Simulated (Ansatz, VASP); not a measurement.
In: VASP beside Ansatz

File INCAR:

```
PREC = Accurate
ENCUT = 520
EDIFF = 1E-6
ISMEAR = 0
SIGMA = 0.1
LREAL = False
LASPH = True
NELM = 100
ALGO = Fast
ISIF = 2
LWAVE = False
LCHARG = False
GGA = PE
NBANDS = 12
```

KPOINTS

```
Automatic mesh
0
Gamma
  16 16 16
```

The input POSCAR:

```
In
1.0
   -1.8299925838      1.8299925838      1.8299925838
    1.8299925838     -1.8299925838      1.8299925838
    1.8299925838      1.8299925838     -1.8299925838
In
1
Direct
    0.0000000000      0.0000000000      0.0000000000
```

Input for Ansatz:

```yaml
crystal:
  lattice:
    - [-1.8299925838, 1.8299925838, 1.8299925838]
    - [1.8299925838, -1.8299925838, 1.8299925838]
    - [1.8299925838, 1.8299925838, -1.8299925838]
  atoms:
    - { symbol: In, position: [0.0, 0.0, 0.0] }
basis:
  ecutwfc: 420
kpoints:
  mp_grid: { grid: [16, 16, 16] }
hamiltonian:
  xc: pbe
scf:
  occupations: { method: gaussian, width: 0.1 }
output:
  forces: true
  stress: true
  eigenvalues: true
```

Alike in both runs: task single point; functional PBE; k mesh 16 × 16 × 16; occupations gaussian, width 0.1 eV; no spin polarisation.

|  | VASP | Ansatz |
| --- | --- | --- |
| version | VASP 6.6.1 | Ansatz 0.2.0 |
| potentials or method | VASP PAW PBE potentials, release 64 (In_d), cutoff 520 eV | scalar-relativistic, plane waves, PAW |
| valence electrons in the cell | 13 | 13 |

```csv
,VASP,Ansatz,Ansatz less VASP
gap on the k mesh at the Fermi level (eV),none,none,-
pressure (GPa),5.9,6.0,+0.14
```

A gap of «none» marks a metal or a gap that the smearing closes.
